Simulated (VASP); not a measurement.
# HfC: relaxation of shape and atoms at fixed volume with PBE

The system is HfC.

```
CELL_PARAMETERS angstrom
3.21965 0.00000 0.00000
-1.60982 2.78830 0.00000
0.00000 0.00000 5.69546
ATOMIC_POSITIONS crystal
Hf 0.00000 0.00000 0.00000
Hf 0.00000 0.00000 0.50000
C 0.33333 0.66667 0.25000
C 0.66667 0.33333 0.75000
```

| Property | Result |
| --- | --- |
| Program | VASP 6.6.1 |
| Task | relaxation of shape and atoms at fixed volume |
| Functional | PBE |
| Potentials or basis | VASP PAW PBE potentials, release 64 (Hf_pv, C) |
| Cutoff | 600 eV |
| k mesh | 12 × 12 × 6 |
| Occupations | gaussian, width 0.05 eV |
| Spin | no spin polarisation |
| Dipole correction | no |
| Further INCAR settings | ALGO = Normal; EDIFF = 1e-06; IBRION = 2; EDIFFG = -0.01; NSW = 60; ISIF = 4 |

```
Energy gained by relaxing : 0.0 meV/atom
Ionic steps               : 3
Pressure after relaxing   : 8.5 GPa
Band gap on the k mesh    : zero (bands 14 and 15 overlap by 1.57 eV)
```

Final structure:
```xyz
4
Lattice="3.2185 0.0000 0.0000 -1.6092 2.7873 0.0000 0.0000 0.0000 5.6996" Properties=species:S:1:pos:R:3 pbc="T T T"
Hf    0.0000    0.0000    0.0000
Hf    0.0000    0.0000    2.8498
C     0.0000    1.8582    1.4249
C     1.6092    0.9291    4.2747
```

Levels at points of the mesh, in eV from the Fermi level:
```csv
k point,band 11,band 12,band 13,band 14,band 15,band 16,band 17,band 18
"(0.00, 0.00, 0.00)",-2.31,-1.22,0.81,1.44,1.44,2.18,2.18,2.29
"(0.50, 0.00, 0.00)",-2.59,-1.82,-1.11,-0.93,0.40,2.11,5.71,5.88
"(0.00, 0.00, 0.50)",-1.17,-1.17,-1.17,-1.17,2.98,2.98,3.29,3.29
"(0.50, 0.00, 0.50)",-1.89,-1.89,-1.37,-1.37,1.17,1.17,6.13,6.13
```

Wall time 75 s on 1 thread of Intel(R) Xeon(R) Platinum 8488C (Sapphire Rapids), on a shared host, peak memory 0.25 GiB.

Caveat: spin-orbit coupling is left out, which moves the levels of the heavy elements.
